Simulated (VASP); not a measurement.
Wanted: the native input for a VASP 6.6.1 run.

| Property | Result |
| --- | --- |
| Task | single point |
| Functional | PBE |
| Potentials or basis | VASP PAW PBE potentials, release 64 (Zn, Se) |
| Cutoff | 520 eV |
| k mesh | 4 × 4 × 4 |
| Occupations | methfessel-paxton, width 0.037 eV |
| Spin | no spin polarisation |
| Dipole correction | no |
| Further INCAR settings | ALGO = Normal; EDIFF = 1e-07; NBANDS = 26 |

The structure of ZnSe (Stilleite) lies in POSCAR:

```
ZnSe
1.0
    0.0000000000      2.8338000000      2.8338000000
    2.8338000000      0.0000000000      2.8338000000
    7.3996508076      7.3996508076     -1.7320508076
Zn Se
2 2
Direct
    0.0000000000      0.0000000000      0.0000000000
    0.1047736908      0.1047736908      0.3428394638
    0.2761934227      0.2761934227      0.0857098659
    0.3809671135      0.3809671135      0.4285493297
```

One way to write it, as run:

INCAR

```
SYSTEM = ZnSe
ALGO = Normal
EDIFF = 1E-7
ENCUT = 520
GGA = PE
ISIF = 2
ISMEAR = 1
LASPH = .TRUE.
LCHARG = .FALSE.
LREAL = .FALSE.
LWAVE = .FALSE.
NBANDS = 26
NELM = 80
PREC = Accurate
SIGMA = 0.037
```

KPOINTS

```
k-points
0
G
  4 4 4
  0 0 0
```

Potentials or basis: VASP PAW PBE potentials, release 64 (Zn, Se).

Command:

```sh
$ cat potpaw_PBE.64/Zn/POTCAR potpaw_PBE.64/Se/POTCAR > POTCAR
$ mpirun -np 1 vasp_std > vasp.out
```

Results of the run:

```yaml
Largest_force: 1.535 eV/Å
Band_gap_on_the_k_mesh: 0.28 eV, direct
```

Caveat: the k points lie up to 0.47 Å⁻¹ apart.

Wall time 2 min on 1 thread of Intel Xeon 8259CL, with other jobs on the host, peak memory 0.26 GiB.
